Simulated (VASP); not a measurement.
Here is a VASP 6.6.1 calculation.

INCAR

```
ALGO = Normal
EDIFF = 1E-8
ENCUT = 520
ISIF = 2
ISMEAR = -1
LASPH = T
LCHARG = F
LEFG = T
LREAL = F
LWAVE = F
NBANDS = 14
NELM = 60
PREC = Accurate
SIGMA = 0.03
```

The input KPOINTS:

```
k-points
0
Gamma
  16 16 16
```

Contents of POSCAR:

```
Rh
1.0
    0.0000000000      1.9388447625      1.9388447625
    1.9388447625      0.0000000000      1.9388447625
    1.9388447625      1.9388447625      0.0000000000
Rh
1
Direct
    0.0000000000      0.0000000000      0.0000000000
```

Potentials or basis: VASP PAW LDA potentials, release 64 (Rh_pv).

Run with:

```bash
$ cat potpaw_LDA.64/Rh_pv/POTCAR > POTCAR
$ mpirun -np 1 vasp_std > vasp.out
```

Problem. Estimate the band gap on the k mesh.

Solution. Zero (an odd number of electrons rules out a gap without spin polarisation).

Problem. Predict the pressure.

Solution. -23.4 GPa.

Caveat: the cell stands under tension.
